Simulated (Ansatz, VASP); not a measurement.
**One calculation of BN, two programs**

```
CELL_PARAMETERS angstrom
2.50245 0.00000 0.00000
-1.25123 2.16719 0.00000
0.00000 0.00000 4.21010
ATOMIC_POSITIONS crystal
B 0.33333 0.66667 0.00007
B 0.66667 0.33333 0.50007
N 0.33333 0.66667 0.37393
N 0.66667 0.33333 0.87393
```

Alike in both runs: task single point; functional PBEsol; k mesh 9 × 9 × 6; non-collinear spin, spin-orbit coupling.

|  | VASP | Ansatz |
| --- | --- | --- |
| version | VASP 6.6.1 | Ansatz 0.2.0 |
| potentials or method | VASP PAW PBE potentials, release 64 (B, N), cutoff 520 eV | plane waves, PAW |
| occupations | gaussian, width 0.01 eV | fixed |
| valence electrons in the cell | 16 | 16 |

|  | VASP | Ansatz | Ansatz less VASP |
| --- | --- | --- | --- |
| net moment per atom (μB) | 0.00 | 0.00 | 0.000 |

VASP's potentials were made for PBE, not for PBEsol, and Ansatz warns of the same on its side.
